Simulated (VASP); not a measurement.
# Sn2Bi3O3 (Pmmm) in VASP: further runs

Runs on Sn2Bi3O3. Level: PBE. Tasks: single point.

Everything below comes from runs of VASP 6.6.1. Logs are shortened: lines on timing, memory, paths and dates and some standing lists are left out, and cuts for length are marked.

### 1 The cell of the first run

It takes space group Pmmm (No. 47, orthorhombic). The conventional cell has a = 4.542 Å, b = 4.553 Å, c = 7.792 Å, α = 90.00°, β = 90.00°, γ = 90.00°. Within 3.6 Å of Sn (site symmetry mm2) lie 6 O at 2.77 to 3.24 Å and 1 Sn at 3.16 Å and 6 Bi at 3.22 to 3.25 Å. Within 3.6 Å of Bi (site symmetry mm2) lie 6 O at 2.75 to 3.27 Å and 3 Bi at 3.09 to 3.27 Å and 4 Sn at 3.22 Å. Within 4.2 Å of Bi (site symmetry mmm) lie 6 O at 3.22 to 3.90 Å and 4 Sn at 3.25 Å and 4 Bi at 3.27 Å. O (site symmetry mmm) has 4 Bi at 2.75 Å and 4 Sn at 2.77 Å and 4 O at 3.22 Å within 3.6 Å. O (site symmetry mmm) has 8 Bi at 3.22 to 3.27 Å and 4 Sn at 3.24 Å and 2 O at 3.90 Å within 4.2 Å. O (site symmetry mmm) has 4 Bi at 2.75 Å and 4 Sn at 2.77 Å and 4 O at 3.22 Å within 3.6 Å.

### 2 Single point, PBE

INCAR reads:

```
ALGO = Normal
EDIFF = 1E-7
ENCUT = 520
GGA = PE
ISIF = 2
ISMEAR = 0
LASPH = T
LCHARG = F
LREAL = F
LWAVE = F
NBANDS = 56
NELM = 100
PREC = Accurate
SIGMA = 0.2
```

KPOINTS reads:

```
k-points
0
Gamma
  4 4 2
```

POSCAR reads:

```
Sn2Bi3O3
1.0
    4.5528553201      0.0000000000      0.0000000000
    0.0000000000      4.5423204488      0.0000000000
    0.0000000000      0.0000000000      7.7920197498
Sn Bi O
2 3 3
Direct
    0.0000000000      0.0000000000      0.2030109677
    0.0000000000      0.0000000000      0.7969890323
    0.5000000000      0.5000000000      0.1985726396
    0.5000000000      0.5000000000      0.8014273604
    0.5000000000      0.0000000000      0.5000000000
    0.5000000000      0.0000000000      0.0000000000
    0.0000000000      0.5000000000      0.5000000000
    0.0000000000      0.5000000000      0.0000000000
```

Potentials or basis: VASP PAW PBE potentials, release 64 (Sn_d, Bi_d, O).

Run with:

```sh
cat potpaw_PBE.64/Sn_d/POTCAR potpaw_PBE.64/Bi_d/POTCAR potpaw_PBE.64/O/POTCAR > POTCAR
mpirun -np 1 vasp_std > vasp.out
```

OUTCAR:

```text
EDIFF = 1E-7
   ENCUT = 520
   GGA = PE
   ISIF = 2
   ISMEAR = 0
   LASPH = T
   LREAL = F
   NELM = 100
   PREC = Accurate

 ion  position               nearest neighbor table
   1  0.000  0.000  0.203-   8 2.77   8 2.77   6 2.77   6 2.77   2 3.16   3 3.22   3 3.22   3 3.22
                             3 3.22   5 3.25   5 3.25
   2  0.000  0.000  0.797-   8 2.77   8 2.77   6 2.77   6 2.77   1 3.16   4 3.22   4 3.22   4 3.22
                             4 3.22   5 3.25   5 3.25
   3  0.500  0.500  0.199-   6 2.75   6 2.75   8 2.75   8 2.75   4 3.09   1 3.22   1 3.22   1 3.22
                             1 3.22   5 3.27   5 3.27
   4  0.500  0.500  0.801-   6 2.75   6 2.75   8 2.75   8 2.75   3 3.09   2 3.22   2 3.22   2 3.22
                             2 3.22   5 3.27   5 3.27
   5  0.500  0.000  0.500-   1 3.25   2 3.25   1 3.25   2 3.25   3 3.27   4 3.27   3 3.27   4 3.27

   6  0.500  0.000  0.000-   3 2.75   4 2.75   3 2.75   4 2.75   1 2.77   2 2.77   1 2.77   2 2.77

   7  0.000  0.500  0.500-
   8  0.000  0.500  0.000-   3 2.75   4 2.75   3 2.75   4 2.75   1 2.77   2 2.77   1 2.77   2 2.77

  LATTYP: Found a simple orthorhombic cell.
 ALAT       =     4.5423204488
 B/A-ratio  =     1.0023192708
 C/A-ratio  =     1.7154271341

  Lattice vectors:

 A1 = (   0.0000000000,  -4.5423204488,   0.0000000000)
 A2 = (   4.5528553201,   0.0000000000,   0.0000000000)
 A3 = (   0.0000000000,   0.0000000000,   7.7920197498)

Analysis of symmetry for initial positions (statically):
=====================================================================
 Subroutine PRICEL returns:
 Original cell was already a primitive cell.

 Routine SETGRP: Setting up the symmetry group for a
 simple orthorhombic supercell.

 Subroutine GETGRP returns: Found  8 space group operations
 (whereof  8 operations were pure point group operations)
 out of a pool of  8 trial point group operations.

The static configuration has the point symmetry D_2h.

Analysis of symmetry for dynamics (positions and initial velocities):
=====================================================================
 Subroutine PRICEL returns:
 Original cell was already a primitive cell.

 Routine SETGRP: Setting up the symmetry group for a
 simple orthorhombic supercell.

 Subroutine GETGRP returns: Found  8 space group operations
 (whereof  8 operations were pure point group operations)
 out of a pool of  8 trial point group operations.

The dynamic configuration has the point symmetry D_2h.

 Subroutine INISYM returns: Found  8 space group operations
[... 109 lines left out ...]
   ISYM   =      2    0-nonsym 1-usesym 2-fastsym
   POTIM  = 0.5000    time-step for ionic-motion
   TEBEG  =    0.0;   TEEND  =   0.0 temperature during run
   PSTRESS=    0.0 pullay stress
   NELECT =      91.0000    total number of electrons
   NUPDOWN=      -1.0000    fix difference up-down
   EMIN   =  10.00;   EMAX   =-10.00  energy-range for DOS
   EFERMI =   0.00;   METHOD = LEGACY
   ISMEAR =     0;   SIGMA  =   0.20  broadening in eV -4-tet -1-fermi 0-gaus
   EFERMI_NEDOS =   21; number of points for ismear=-14 and -15
   IALGO  =     38    algorithm
   IMIX   =      4    mixing-type and parameters
     AMIX     =   0.40;   BMIX     =  1.00
     AMIX_MAG =   1.60;   BMIX_MAG =  1.00
  volume/ion in A,a.u.               =      20.14       135.93
  Fermi-wavevector in a.u.,A,eV,Ry     =   1.353167  2.557115 24.913097  1.831061
  Thomas-Fermi vector in A             =   2.480445
   LORBIT       =      0    0 simple, 1 ext, 2 COOP (PROOUT), +10 PAW based schemes
   GGA     = PE    functional components
   LHFCALC =     F    Hartree Fock is set to
   AEXX    =    0.0000 exact exchange contribution
   IVDW    =     0    specifies the selected vdW correction
   LEPSILON=     F    determine dielectric tensor
   LRPA    =     F    only Hartree local field effects (RPA)
 non-spin polarized calculation
 Gauss-broadening in eV      SIGMA  =   0.20
  energy-cutoff  :      520.00
  volume of cell :      161.14
 maximum number of plane-waves:      4360
 NGX is ok and might be reduce to    36
   NGX = 17   NGY = 17   NGZ = 29

 number of electron      91.0000047 magnetization

 Free energy of the ion-electron system (eV)
  ---------------------------------------------------
  ext. energy  EPLUGINS =         0.00000000
  ---------------------------------------------------
  free energy    TOTEN  =       -34.49577693 eV

  energy without entropy =      -34.41641033  energy(sigma->0) =      -34.45609363

 E-fermi :   7.8217     XC(G=0): -10.7567

 val. band max:        7.8048843445   @ k =   0.5000   0.5000   0.5000
 cond. band min:       7.8414304167   @ k =   0.0000   0.0000   0.0000
 fundamental gap:      0.0365460722
 Fermi energy:         7.8216796081

 k-point     1 :       0.0000    0.0000    0.0000
  band No.  band energies     occupation
      1     -15.6169      2.00000
      2     -15.5384      2.00000
      3     -15.5277      2.00000
      4     -15.5131      2.00000
      5     -15.5064      2.00000
      6     -15.4878      2.00000
[... 1051 lines left out ...]
     55      14.4381      0.00000
     56      14.4737      0.00000

------------------------ aborting loop because EDIFF is reached ----------------------------------------

  FORCE on cell =-STRESS in cart. coord.  units (eV):
  Direction    XX          YY          ZZ          XY          YZ          ZX
  --------------------------------------------------------------------------------------
  -------------------------------------------------------------------------------------
  Total        0.3235064      0.2332449     -0.3244323     -0.0000000      0.0000000      0.0000000
  in kB        3.2164866      2.3190550     -3.2256930     -0.0000000      0.0000000      0.0000000
  external PRESSURE =       0.7699495 kB  Pullay stress =       0.0000000 kB

 VOLUME and BASIS-vectors are now :
 -----------------------------------------------------------------------------
  energy-cutoff  :      520.00
  volume of cell :      161.14
      direct lattice vectors                 reciprocal lattice vectors
     4.552855320  0.000000000  0.000000000     0.219642385  0.000000000  0.000000000
     0.000000000  4.542320449  0.000000000     0.000000000  0.220151795  0.000000000
     0.000000000  0.000000000  7.792019750     0.000000000  0.000000000  0.128336430

 POSITION                                       TOTAL-FORCE (eV/Angst)
 -----------------------------------------------------------------------------------
      0.00000      0.00000      1.58187        -0.000000     -0.000000      0.066265
      0.00000      0.00000      6.21015         0.000000     -0.000000     -0.066265
      2.27643      2.27116      1.54728         0.000000     -0.000000      0.035681
      2.27643      2.27116      6.24474         0.000000      0.000000     -0.035681
      2.27643      0.00000      3.89601         0.000000     -0.000000      0.000000
      2.27643      0.00000      0.00000         0.000000     -0.000000      0.000000
      0.00000      2.27116      3.89601         0.000000     -0.000000      0.000000
      0.00000      2.27116      0.00000         0.000000     -0.000000      0.000000
 -----------------------------------------------------------------------------------
    total drift:                                0.000000      0.000000      0.000000

  FREE ENERGIE OF THE ION-ELECTRON SYSTEM (eV)
  ---------------------------------------------------
  free  energy   TOTEN  =       -34.4957769349 eV

  energy  without entropy=      -34.4164103271  energy(sigma->0) =      -34.45609363
```

OSZICAR:

```text
N       E                     dE             d eps       ncg     rms          rms(c)
DAV:   1     0.125139460945E+04    0.12514E+04   -0.44388E+04  2112   0.228E+03
DAV:   2     0.191538358751E+03   -0.10599E+04   -0.10293E+04  2040   0.686E+02
DAV:   3    -0.233794656149E+02   -0.21492E+03   -0.20539E+03  2320   0.256E+02
[... 10 lines left out ...]
DAV:  14    -0.344959116578E+02    0.55605E-03   -0.78263E-03  2576   0.181E-01    0.981E-02
DAV:  15    -0.344957810114E+02    0.13065E-03   -0.62212E-04  2464   0.705E-02    0.226E-02
DAV:  16    -0.344957815712E+02   -0.55978E-06   -0.14539E-04  2760   0.333E-02    0.204E-02
DAV:  17    -0.344957767707E+02    0.48005E-05   -0.27465E-05  2096   0.146E-02    0.288E-03
DAV:  18    -0.344957770106E+02   -0.23988E-06   -0.12239E-06  1760   0.552E-03    0.213E-03
DAV:  19    -0.344957769349E+02    0.75712E-07   -0.15400E-07  1288   0.171E-03
   1 F= -.34495777E+02 E0= -.34456094E+02  d E =-.793666E-01
```

Wall time 79 s (1 thread of Intel Xeon 6975P-C (Granite Rapids), shared host); peak memory 0.34 GiB.

Results:

| Quantity | Value |
| --- | --- |
| Free energy | -34.4958 eV |
| Pressure | 0.1 GPa |
| Largest force | 0.066 eV/Å |

Forces on the atoms (eV/Å):
```
Sn   0.000  0.000  0.066
Sn   0.000  0.000 -0.066
Bi   0.000  0.000  0.036
Bi   0.000  0.000 -0.036
Bi   0.000  0.000  0.000
O    0.000  0.000  0.000
O    0.000  0.000  0.000
O    0.000  0.000  0.000
```

Caveat: the k points lie up to 0.40 Å⁻¹ apart; spin-orbit coupling is left out, which moves the levels of the heavy elements; an odd number of electrons without spin polarisation forces a metal; a magnetic or distorted state may lie lower.

### 3 Single point, PBE

This run uses another cell than the first one, of 20.19 Å³/atom, 1.003 times its volume.

INCAR reads:

```
SYSTEM = Sn2Bi3O3
PREC = Accurate
ENCUT = 520
EDIFF = 1E-7
ISMEAR = 0
SIGMA = 0.2
LREAL = .False.
LASPH = .True.
NELM = 100
ALGO = Normal
ISIF = 2
LWAVE = .False.
LCHARG = .False.
GGA = PE
NBANDS = 56
```

KPOINTS reads:

```
Automatic mesh
0
Gamma
  4 4 2
  0 0 0
```

POSCAR reads:

```
Sn2Bi3O3
1.0
    4.5595250780      0.0000000000      0.0000000000
    0.0000000000      4.4517493650      0.0000000000
    0.0000000000      0.0000000000      7.9593592914
Sn Bi O
2 3 3
Direct
    0.0000000000      0.0000000000      0.6985673587
    0.0000000000      0.0000000000      0.3014326413
    0.5000000000      0.5000000000      0.6988506806
    0.5000000000      0.5000000000      0.3011493194
    0.0000000000      0.5000000000      0.0000000000
    0.0000000000      0.5000000000      0.5000000000
    0.5000000000      0.0000000000      0.0000000000
    0.5000000000      0.0000000000      0.5000000000
```

Potentials or basis: VASP PAW PBE potentials, release 64 (Sn_d, Bi_d, O).

Run with:

```sh
cat potpaw_PBE.64/Sn_d/POTCAR potpaw_PBE.64/Bi_d/POTCAR potpaw_PBE.64/O/POTCAR > POTCAR
mpirun -np 1 vasp_std > vasp.out
```

OUTCAR:

```text
SYSTEM = Sn2Bi3O3
   PREC = Accurate
   ENCUT = 520
   EDIFF = 1E-7
   ISMEAR = 0
   LREAL = .False.
   LASPH = .True.
   NELM = 100
   ISIF = 2
   GGA = PE

 ion  position               nearest neighbor table
   1  0.000  0.000  0.699-   6 2.73   6 2.73   8 2.77   8 2.77   2 3.16   3 3.19   3 3.19   3 3.19
                             3 3.19   5 3.27   5 3.27
   2  0.000  0.000  0.301-   6 2.73   6 2.73   8 2.77   8 2.77   1 3.16   4 3.19   4 3.19   4 3.19
                             4 3.19   5 3.27   5 3.27
   3  0.500  0.500  0.699-   8 2.73   8 2.73   6 2.78   6 2.78   4 3.17   1 3.19   1 3.19   1 3.19
                             1 3.19   5 3.31   5 3.31
   4  0.500  0.500  0.301-   8 2.73   8 2.73   6 2.78   6 2.78   3 3.17   2 3.19   2 3.19   2 3.19
[... 1276 lines left out ...]
  external PRESSURE =      -1.5910309 kB  Pullay stress =       0.0000000 kB

 VOLUME and BASIS-vectors are now :
 -----------------------------------------------------------------------------
  energy-cutoff  :      520.00
  volume of cell :      161.56
      direct lattice vectors                 reciprocal lattice vectors
     4.559525078  0.000000000  0.000000000     0.219321088  0.000000000  0.000000000
     0.000000000  4.451749365  0.000000000     0.000000000  0.224630795  0.000000000
     0.000000000  0.000000000  7.959359291     0.000000000  0.000000000  0.125638253

 POSITION                                       TOTAL-FORCE (eV/Angst)
 -----------------------------------------------------------------------------------
      0.00000      0.00000      5.56015         0.000000      0.000000      0.055215
      0.00000      0.00000      2.39921        -0.000000     -0.000000     -0.055215
      2.27976      2.22587      5.56240         0.000000     -0.000000      0.074732
      2.27976      2.22587      2.39696         0.000000     -0.000000     -0.074732
      0.00000      2.22587      0.00000         0.000000     -0.000000      0.000000
      0.00000      2.22587      3.97968         0.000000     -0.000000      0.000000
      2.27976      0.00000      0.00000         0.000000     -0.000000      0.000000
      2.27976      0.00000      3.97968         0.000000     -0.000000      0.000000
 -----------------------------------------------------------------------------------
    total drift:                                0.000000      0.000000      0.000000

  FREE ENERGIE OF THE ION-ELECTRON SYSTEM (eV)
  ---------------------------------------------------
  free  energy   TOTEN  =       -34.4780673620 eV

  energy  without entropy=      -34.3979165273  energy(sigma->0) =      -34.43799194
```

OSZICAR:

```text
N       E                     dE             d eps       ncg     rms          rms(c)
DAV:   1     0.125028631040E+04    0.12503E+04   -0.44529E+04  2160   0.228E+03
DAV:   2     0.189376591067E+03   -0.10609E+04   -0.10288E+04  2056   0.692E+02
DAV:   3    -0.236296326810E+02   -0.21301E+03   -0.20445E+03  2320   0.257E+02
[... 12 lines left out ...]
DAV:  16    -0.344780672644E+02    0.11294E-04   -0.88738E-05  2464   0.274E-02    0.424E-03
DAV:  17    -0.344780674210E+02   -0.15654E-06   -0.81673E-06  2104   0.104E-02    0.181E-03
DAV:  18    -0.344780676149E+02   -0.19396E-06   -0.78574E-07  1984   0.527E-03    0.159E-03
DAV:  19    -0.344780673877E+02    0.22724E-06   -0.21652E-07  1328   0.190E-03    0.304E-04
DAV:  20    -0.344780673620E+02    0.25710E-07   -0.23063E-08  1104   0.104E-03
   1 F= -.34478067E+02 E0= -.34437992E+02  d E =-.801508E-01
```

Wall time 84 s (1 thread of Intel Xeon 6975P-C (Granite Rapids), shared host); peak memory 0.34 GiB.

Results:

| Item | Value |
| --- | --- |
| Free energy | -34.4781 eV |
| Pressure | -0.2 GPa |
| Largest force | 0.075 eV/Å |

Forces on the atoms (eV/Å):
```
Sn   0.000  0.000  0.055
Sn   0.000  0.000 -0.055
Bi   0.000  0.000  0.075
Bi   0.000  0.000 -0.075
Bi   0.000  0.000  0.000
O    0.000  0.000  0.000
O    0.000  0.000  0.000
O    0.000  0.000  0.000
```

Levels at points of the mesh, in eV from the Fermi level:
| k point | band 43 | band 44 | band 45 | band 46 | band 47 | band 48 |
| --- | --- | --- | --- | --- | --- | --- |
| (0.00, 0.00, 0.00) | -1.68 | -1.34 | -1.23 | -0.10 | 0.07 | 0.12 |
| (0.50, 0.00, 0.00) | -1.29 | -0.65 | -0.65 | 0.17 | 0.69 | 0.95 |
| (0.00, 0.50, 0.00) | -1.57 | -0.97 | -0.73 | -0.29 | 0.66 | 0.71 |
| (0.50, 0.50, 0.00) | -1.98 | -1.81 | -1.26 | 0.61 | 0.84 | 0.95 |
| (0.00, 0.00, 0.50) | -1.21 | -1.02 | -0.82 | -0.01 | 0.21 | 0.41 |
| (0.50, 0.00, 0.50) | -1.28 | -1.08 | -0.70 | 0.51 | 0.65 | 1.41 |
| (0.00, 0.50, 0.50) | -1.56 | -1.23 | -0.50 | 0.99 | 1.08 | 1.19 |
| (0.50, 0.50, 0.50) | -2.26 | -0.62 | -0.11 | 0.47 | 0.58 | 0.77 |

Caveat: the k points lie up to 0.39 Å⁻¹ apart; spin-orbit coupling is left out, which moves the levels of the heavy elements; an odd number of electrons without spin polarisation forces a metal; a magnetic or distorted state may lie lower.
